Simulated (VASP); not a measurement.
A run of VASP 6.6.1:

POSCAR

```
AgI
1.0
    0.0000000000      3.2365000000      3.2365000000
    3.2365000000      0.0000000000      3.2365000000
    3.2365000000      3.2365000000      0.0000000000
Ag I
1 1
Direct
    0.0000000000      0.0000000000      0.0000000000
    0.7500000000      0.7500000000      0.7500000000
```

File INCAR.step1:

```
ALGO = Normal
EDIFF = 1E-5
ENCUT = 400
GGA = PE
GGA_COMPAT = False
ISIF = 2
ISMEAR = 0
LASPH = True
LCHARG = False
LREAL = False
LWAVE = True
NBANDS = 16
NELM = 120
PREC = Accurate
SIGMA = 0.01
```

File INCAR.step2:

```
AEXX = 0.25
ALGO = Normal
EDIFF = 1E-6
ENCUT = 400
GGA = PE
GGA_COMPAT = False
ISIF = 2
ISMEAR = 0
ISTART = 1
LASPH = True
LCHARG = False
LHFCALC = True
LREAL = False
LWAVE = False
NBANDS = 16
NELM = 120
PREC = Accurate
PRECFOCK = Normal
SIGMA = 0.01
```

KPOINTS

```
k-points
0
Gamma
  3 3 3
```

Potentials or basis: VASP PAW PBE potentials, release 64 (Ag, I).

The run is started by

```console
$ cat potpaw_PBE.64/Ag/POTCAR potpaw_PBE.64/I/POTCAR > POTCAR
$ cp INCAR.step1 INCAR
$ mpirun -np 1 vasp_std > vasp.out
$ cp INCAR.step2 INCAR
$ mpirun -np 1 vasp_std > vasp.out
```

Hardware: 1 thread of Intel(R) Xeon(R) Platinum 8259CL CPU @ 2.50GHz (Skylake/Cascade Lake), on a shared host.

Q: How long does it take, and how much memory?

A: Run time: 84 s on 1 thread of Intel(R) Xeon(R) Platinum 8259CL CPU @ 2.50GHz (Skylake/Cascade Lake), with other jobs on the host, peak memory 0.17 GiB. Counts: k points 4.
